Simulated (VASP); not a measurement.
# BaTiO3 (P4mm) in VASP: notebook

Runs on BaTiO3. Level: PBE+D4. Tasks: single point.

Program: VASP 6.6.1. These are calculated values, not measurements. Logs are shortened: lines on timing, memory, paths and dates and some standing lists are left out, and cuts for length are marked.

## 1. The cell of the first run

Symmetry: P4mm, No. 99, tetragonal system. The conventional cell has a = 3.833 Å, b = 3.833 Å, c = 3.850 Å, α = 90.00°, β = 90.00°, γ = 90.00°. Within 3.5 Å of Ba (site symmetry 4mm) lie 12 O at 2.67 to 2.76 Å and 8 Ti at 3.30 to 3.35 Å. Within 2.4 Å of Ti (site symmetry 4mm) lie 6 O at 1.81 to 2.04 Å. Within 2.4 Å of O (site symmetry 4mm) lie 2 Ti at 1.81 to 2.04 Å. Within 2.5 Å of O (site symmetry 2mm) lie 2 Ti at 1.92 Å.

## 2. Single point, PBE+D4

File INCAR:

```
SYSTEM = BaTiO3
PREC = Accurate
ENCUT = 600
EDIFF = 1E-6
ISMEAR = 0
SIGMA = 0.01
LREAL = .FALSE.
LASPH = .TRUE.
NELM = 120
ALGO = Normal
ISIF = 2
LWAVE = .FALSE.
LCHARG = .FALSE.
GGA = PE
IVDW = 13
NBANDS = 28
GGA_COMPAT = .FALSE.
```

File KPOINTS:

```
Automatic mesh
0
G
  6 6 6
  0 0 0
```

File POSCAR:

```
BaTiO3
1.0
    3.8329442289      0.0000000000      0.0000000000
    0.0000000000      3.8329442289      0.0000000000
    0.0000000000      0.0000000000      3.8503849971
Ba Ti O
1 1 3
Direct
    0.0000000000      0.0000000000      0.0000000000
    0.5000000000      0.5000000000      0.4900000000
    0.5000000000      0.5000000000      0.0190000000
    0.5000000000      0.0000000000      0.5170000000
    0.0000000000      0.5000000000      0.5170000000
```

Potentials or basis: VASP PAW PBE potentials, release 64 (Ba_sv, Ti_sv, O).

Run with:

```
cat potpaw_PBE.64/Ba_sv/POTCAR potpaw_PBE.64/Ti_sv/POTCAR potpaw_PBE.64/O/POTCAR > POTCAR
mpirun -np 1 vasp_std > vasp.out
```

OUTCAR:

```text
SYSTEM = BaTiO3
   PREC = Accurate
   ENCUT = 600
   EDIFF = 1E-6
   ISMEAR = 0
   LREAL = .FALSE.
   LASPH = .TRUE.
   NELM = 120
   ISIF = 2
   GGA = PE
   IVDW = 13

 ion  position               nearest neighbor table
   1  0.000  0.000  0.000-   4 2.67   5 2.67   5 2.67   4 2.67   3 2.71   3 2.71   3 2.71   3 2.71
                             4 2.76   5 2.76   5 2.76   4 2.76   2 3.30   2 3.30   2 3.30   2 3.30
   2  0.500  0.500  0.490-   3 1.81   4 1.92   5 1.92   4 1.92   5 1.92   3 2.04   1 3.30   1 3.30
                             1 3.30   1 3.30   1 3.35   1 3.35   1 3.35   1 3.35
   3  0.500  0.500  0.019-   2 1.81   2 2.04   1 2.71   1 2.71   1 2.71   1 2.71
   4  0.500  0.000  0.517-   2 1.92   2 1.92   1 2.67   1 2.67   1 2.76   1 2.76
   5  0.000  0.500  0.517-   2 1.92   2 1.92   1 2.67   1 2.67   1 2.76   1 2.76

  LATTYP: Found a simple tetragonal cell.
 ALAT       =     3.8329442289
 C/A-ratio  =     1.0045502275

  Lattice vectors:

 A1 = (   3.8329442289,   0.0000000000,   0.0000000000)
 A2 = (   0.0000000000,   3.8329442289,   0.0000000000)
 A3 = (   0.0000000000,   0.0000000000,   3.8503849971)

Analysis of symmetry for initial positions (statically):
=====================================================================
 Subroutine PRICEL returns:
 Original cell was already a primitive cell.

 Routine SETGRP: Setting up the symmetry group for a
 simple tetragonal supercell.

 Subroutine GETGRP returns: Found  8 space group operations
 (whereof  8 operations were pure point group operations)
 out of a pool of 16 trial point group operations.

The static configuration has the point symmetry C_4v.

Analysis of symmetry for dynamics (positions and initial velocities):
=====================================================================
 Subroutine PRICEL returns:
 Original cell was already a primitive cell.

 Routine SETGRP: Setting up the symmetry group for a
 simple tetragonal supercell.

 Subroutine GETGRP returns: Found  8 space group operations
 (whereof  8 operations were pure point group operations)
 out of a pool of 16 trial point group operations.

The dynamic configuration has the point symmetry C_4v.

 Subroutine INISYM returns: Found  8 space group operations
 (whereof  8 operations are pure point group operations),
 and found     1 'primitive' translations

----------------------------------------------------------------------------------------

                                     Primitive cell

  volume of cell :      56.5678

  direct lattice vectors                    reciprocal lattice vectors
     3.832944229  0.000000000  0.000000000     0.260896048  0.000000000  0.000000000
     0.000000000  3.832944229  0.000000000     0.000000000  0.260896048  0.000000000
     0.000000000  0.000000000  3.850384997     0.000000000  0.000000000  0.259714289

  length of vectors
     3.832944229  3.832944229  3.850384997     0.260896048  0.260896048  0.259714289

  position of ions in fractional coordinates (direct lattice)
     0.000000000  0.000000000  0.000000000
     0.500000000  0.500000000  0.490000000
     0.500000000  0.500000000  0.019000000
     0.500000000  0.000000000  0.517000000
     0.000000000  0.500000000  0.517000000

  ion indices of the primitive-cell ions
   primitive index   ion index
                 1           1
                 2           2
                 3           3
                 4           4
                 5           5

----------------------------------------------------------------------------------------

 KPOINTS: Automatic mesh

Automatic generation of k-mesh.
 Grid dimensions read from file:
 generate k-points for:    6    6    6

 Generating k-lattice:

  Cartesian coordinates                     Fractional coordinates (reciprocal lattice)
     0.043482675  0.000000000  0.000000000     0.166666667  0.000000000  0.000000000
     0.000000000  0.043482675  0.000000000     0.000000000  0.166666667  0.000000000
     0.000000000  0.000000000  0.043285715     0.000000000  0.000000000  0.166666667

  Length of vectors
     0.043482675  0.043482675  0.043285715

  Shift w.r.t. Gamma in fractional coordinates (k-lattice)
     0.000000000  0.000000000  0.000000000

 Subroutine IBZKPT returns following result:
 ===========================================

 Found     40 irreducible k-points:

 Following reciprocal coordinates:
            Coordinates               Weight
  0.000000  0.000000  0.000000      1.000000
  0.166667  0.000000  0.000000      4.000000
  0.333333  0.000000  0.000000      4.000000
  0.500000  0.000000  0.000000      2.000000
  0.166667  0.166667  0.000000      4.000000
  0.333333  0.166667  0.000000      8.000000
[... 16 lines left out ...]
  0.333333  0.000000  0.333333      8.000000
  0.500000  0.000000  0.333333      4.000000
 [... further k-points ...]
   k-points           NKPTS =     40   k-points in BZ     NKDIM =     40   number of bands    NBANDS=     28
   number of dos      NEDOS =    301   number of ions     NIONS =      5
   total plane-waves  NPLWV =  32768
   dimension x,y,z NGX =    32 NGY =   32 NGZ =   32
   dimension x,y,z NGXF=    64 NGYF=   64 NGZF=   64
   ions per type =               1   1   3
   NGX,Y,Z   is equivalent  to a cutoff of  13.88, 13.88, 13.82 a.u.
   NGXF,Y,Z  is equivalent  to a cutoff of  27.76, 27.76, 27.63 a.u.
 SYSTEM =  BaTiO3
   PREC   = accura    normal or accurate (medium, high low for compatibility)
   ISTART =      0    job   : 0-new  1-cont  2-samecut
   ICHARG =      2    charge: 1-file 2-atom 10-const
   ISPIN  =      1    spin polarized calculation?
   LNONCOLLINEAR =      F non collinear calculations
   LSORBIT =      F    spin-orbit coupling
   LASPH  =      T    aspherical Exc in radial PAW
   ENCUT  =  600.0 eV  44.10 Ry    6.64 a.u.   7.66  7.66  7.69*2*pi/ulx,y,z
   NELM   =    120;   NELMIN=  2; NELMDL= -5     # of ELM steps
   EDIFF  = 0.1E-05   stopping-criterion for ELM
   LREAL  =      F    real-space projection
   EDIFFG = 0.1E-04   stopping-criterion for IOM
   NSW    =      0    number of steps for IOM
   IBRION =     -1    ionic relax: 0-MD 1-quasi-New 2-CG
   NFREE  =      0    steps in history (QN), initial steepest desc. (CG)
   ISIF   =      2    stress and relaxation
   ISYM   =      2    0-nonsym 1-usesym 2-fastsym
   POTIM  = 0.5000    time-step for ionic-motion
   TEBEG  =    0.0;   TEEND  =   0.0 temperature during run
   PSTRESS=    0.0 pullay stress
   NELECT =      40.0000    total number of electrons
   NUPDOWN=      -1.0000    fix difference up-down
   EMIN   =  10.00;   EMAX   =-10.00  energy-range for DOS
   EFERMI =   0.00;   METHOD = LEGACY
   ISMEAR =     0;   SIGMA  =   0.01  broadening in eV -4-tet -1-fermi 0-gaus
   EFERMI_NEDOS =   21; number of points for ismear=-14 and -15
   IALGO  =     38    algorithm
   IMIX   =      4    mixing-type and parameters
     AMIX     =   0.40;   BMIX     =  1.00
     AMIX_MAG =   1.60;   BMIX_MAG =  1.00
  volume/ion in A,a.u.               =      11.31        76.35
  Fermi-wavevector in a.u.,A,eV,Ry     =   1.458496  2.756157 28.942439  2.127209
  Thomas-Fermi vector in A             =   2.575173
   LORBIT       =      0    0 simple, 1 ext, 2 COOP (PROOUT), +10 PAW based schemes
   GGA     = PE    functional components
   LHFCALC =     F    Hartree Fock is set to
   AEXX    =    0.0000 exact exchange contribution
   IVDW    =    13    specifies the selected vdW correction
   LEPSILON=     F    determine dielectric tensor
   LRPA    =     F    only Hartree local field effects (RPA)
 non-spin polarized calculation
 Gauss-broadening in eV      SIGMA  =   0.01
  energy-cutoff  :      600.00
  volume of cell :       56.57
 maximum number of plane-waves:      1924
 NGX is ok and might be reduce to    32
   NGX = 15   NGY = 15   NGZ = 15

 number of electron      40.0000004 magnetization

 Free energy of the ion-electron system (eV)
  ---------------------------------------------------
  ext. energy  EPLUGINS =         0.00000000
  ---------------------------------------------------
  free energy    TOTEN  =       -39.12883869 eV

  energy without entropy =      -39.12883869  energy(sigma->0) =      -39.12883869

 E-fermi :   4.9583     XC(G=0): -11.9293

 val. band max:        4.8893589789   @ k =   0.5000   0.5000   0.5000
 cond. band min:       6.9088892199   @ k =   0.0000   0.0000   0.0000
 fundamental gap:      2.0195302410
 Fermi energy:         4.9582875537

 k-point     1 :       0.0000    0.0000    0.0000
  band No.  band energies     occupation
      1     -51.1512      2.00000
      2     -27.4924      2.00000
      3     -27.4449      2.00000
      4     -27.4449      2.00000
      5     -19.7467      2.00000
      6     -12.2796      2.00000
[... 20 lines left out ...]
     27      10.1749      0.00000
     28      13.7078      0.00000

 k-point     2 :       0.1667    0.0000    0.0000
  band No.  band energies     occupation
      1     -51.1506      2.00000
      2     -27.4914      2.00000
      3     -27.4704      2.00000
      4     -27.4439      2.00000
      5     -19.6890      2.00000
      6     -12.3693      2.00000
[... 20 lines left out ...]
     27      10.7692      0.00000
     28      13.9823      0.00000

 k-point     3 :       0.3333    0.0000    0.0000
  band No.  band energies     occupation
      1     -51.1495      2.00000
      2     -27.5208      2.00000
      3     -27.4892      2.00000
      4     -27.4418      2.00000
      5     -19.5690      2.00000
      6     -12.6654      2.00000
[... 20 lines left out ...]
     27      12.1872      0.00000
     28      13.7281      0.00000

 k-point     4 :       0.5000    0.0000    0.0000
  band No.  band energies     occupation
      1     -51.1490      2.00000
      2     -27.5457      2.00000
      3     -27.4882      2.00000
      4     -27.4408      2.00000
      5     -19.5063      2.00000
      6     -12.8289      2.00000
[... 578 lines left out ...]
     27      12.7579      0.00000
     28      14.1941      0.00000

 k-point    23 :       0.3333    0.0000    0.3333
  band No.  band energies     occupation
      1     -51.1480      2.00000
      2     -27.5598      2.00000
      3     -27.5154      2.00000
      4     -27.4389      2.00000
      5     -19.4537      2.00000
      6     -12.3171      2.00000
[... 20 lines left out ...]
     27      14.1070      0.00000
     28      14.3475      0.00000

 k-point    24 :       0.5000    0.0000    0.3333
  band No.  band energies     occupation
      1     -51.1475      2.00000
      2     -27.5579      2.00000
      3     -27.5396      2.00000
      4     -27.4380      2.00000
      5     -19.4118      2.00000
      6     -12.2855      2.00000
[... 20 lines left out ...]
     27      13.8942      0.00000
     28      15.1993      0.00000

 [... further k-points ...]

------------------------ aborting loop because EDIFF is reached ----------------------------------------

  DFT-D4 for vdW energy calculation

  Edisp (eV):   -1.23897

  FORCE on cell =-STRESS in cart. coord.  units (eV):
  Direction    XX          YY          ZZ          XY          YZ          ZX
  --------------------------------------------------------------------------------------
  -------------------------------------------------------------------------------------
  Total      10.49647    10.49647    11.04353     0.00000     0.00000     0.00000
  in kB     297.29290   297.29290   312.78754     0.00000     0.00000     0.00000
  external pressure =      302.46 kB  Pullay stress =        0.00 kB

 VOLUME and BASIS-vectors are now :
 -----------------------------------------------------------------------------
  energy-cutoff  :      600.00
  volume of cell :       56.57
      direct lattice vectors                 reciprocal lattice vectors
     3.832944229  0.000000000  0.000000000     0.260896048  0.000000000  0.000000000
     0.000000000  3.832944229  0.000000000     0.000000000  0.260896048  0.000000000
     0.000000000  0.000000000  3.850384997     0.000000000  0.000000000  0.259714289

 POSITION                                       TOTAL-FORCE (eV/Angst)
 -----------------------------------------------------------------------------------
      0.00000      0.00000      0.00000        -0.000000      0.000000      0.213969
      1.91647      1.91647      1.88669         0.000000     -0.000000      0.542808
      1.91647      1.91647      0.07316         0.000000      0.000000     -0.616694
      1.91647      0.00000      1.99065         0.000000      0.000000     -0.070041
      0.00000      1.91647      1.99065         0.000000     -0.000000     -0.070041
 -----------------------------------------------------------------------------------
    total drift:                                0.000000     -0.000000      0.000033

  FREE ENERGIE OF THE ION-ELECTRON SYSTEM (eV)
  ---------------------------------------------------
  free  energy   TOTEN  =       -40.3678105141 eV

  energy  without entropy=      -40.3678105141  energy(sigma->0) =      -40.36781051
```

Wall time 56 s (1 thread of Intel Xeon Platinum 8488C (Sapphire Rapids), shared host); peak memory 0.22 GiB.

Results:

```yaml
Free_energy: -40.3678 eV
Pressure: 30.2 GPa
Largest_force: 0.617 eV/Å
Band_gap_on_the_k_mesh: 2.02 eV (least direct gap 2.18 eV)
Dispersion_energy_per_atom: -0.248 eV
```

Forces in eV/Å, atoms in the order of the input:
```
Ba   0.000  0.000  0.214
Ti   0.000  0.000  0.543
O    0.000  0.000 -0.617
O    0.000  0.000 -0.070
O    0.000  0.000 -0.070
```

Stress tensor (GPa, compression positive):
```
29.73  0.00  0.00
 0.00 29.73  0.00
 0.00  0.00 31.28
```

Caveat: the cell stands under pressure; spin-orbit coupling is left out, which moves the levels of the heavy elements. A hybrid or GW would open this gap; PBE tends to underestimate it.

## 3. Single point, PBE+D4

This run uses another cell than the first one, of 11.83 Å³/atom.

File INCAR:

```
SYSTEM = BaTiO3
ALGO = Normal ; EDIFF = 1E-6
ENCUT = 600 ; GGA = PE
GGA_COMPAT = .FALSE. ; ISIF = 2
ISMEAR = 0 ; IVDW = 13
LASPH = .TRUE. ; LCHARG = .FALSE.
LREAL = .FALSE. ; LWAVE = .FALSE.
NBANDS = 28 ; NELM = 120
PREC = Accurate ; SIGMA = 0.01
```

File KPOINTS:

```
k-points
0
G
  6 6 6
  0 0 0
```

Changes to POSCAR since step 2:

```diff
@@ -2,5 +2,5 @@
 1.0
-    3.8329442289      0.0000000000      0.0000000000
-    0.0000000000      3.8329442289      0.0000000000
-    0.0000000000      0.0000000000      3.8503849971
+    3.8901607871      0.0000000000      0.0000000000
+    0.0000000000      3.8901607871      0.0000000000
+    0.0000000000      0.0000000000      3.9078619037
 Ba Ti O
```

Potentials or basis: VASP PAW PBE potentials, release 64 (Ba_sv, Ti_sv, O).

Run with:

```
cat potpaw_PBE.64/Ba_sv/POTCAR potpaw_PBE.64/Ti_sv/POTCAR potpaw_PBE.64/O/POTCAR > POTCAR
mpirun -np 1 vasp_std > vasp.out
```

It took 48 s on 1 thread of Intel Xeon Platinum 8488C (Sapphire Rapids), shared host; peak memory 0.23 GiB.

The run converged. Its results:

| Quantity | Value |
| --- | --- |
| Free energy | -40.7604 eV |
| Pressure | 18.4 GPa |
| Largest force | 0.292 eV/Å |
| Band gap on the k mesh | 1.94 eV (least direct gap 2.16 eV) |
| Dispersion energy per atom | -0.236 eV |

Forces on the atoms (eV/Å):
```
Ba   0.000  0.000  0.156
Ti   0.000  0.000  0.292
O    0.000  0.000 -0.268
O    0.000  0.000 -0.090
O    0.000  0.000 -0.090
```

Stress tensor (GPa, compression positive):
```
17.94  0.00  0.00
 0.00 17.94  0.00
 0.00  0.00 19.26
```

Levels at points of the mesh, in eV from the valence-band top:
| k point | band 17 | band 18 | band 19 | band 20 | band 21 | band 22 | band 23 | band 24 |
| --- | --- | --- | --- | --- | --- | --- | --- | --- |
| (0.00, 0.00, 0.00) | -1.28 | -0.22 | -0.22 | -0.22 | 1.94 | 2.18 | 2.18 | 4.56 |
| (0.50, 0.00, 0.00) | -1.93 | -1.82 | -0.95 | -0.83 | 2.35 | 3.92 | 3.96 | 4.63 |
| (0.50, 0.50, 0.00) | -1.71 | -0.91 | -0.91 | -0.10 | 3.97 | 3.97 | 4.40 | 5.39 |
| (0.00, 0.00, 0.50) | -2.04 | -2.04 | -0.69 | -0.69 | 2.13 | 3.99 | 3.99 | 4.57 |
| (0.50, 0.00, 0.50) | -1.67 | -0.84 | -0.83 | -0.18 | 3.95 | 4.00 | 4.38 | 5.53 |
| (0.50, 0.50, 0.50) | -2.36 | -0.09 | -0.09 | 0.00 | 4.70 | 4.70 | 4.70 | 6.96 |

Caveat: the cell stands under pressure; spin-orbit coupling is left out, which moves the levels of the heavy elements. A k mesh can miss the band edges.

[end of part 1 of 2]
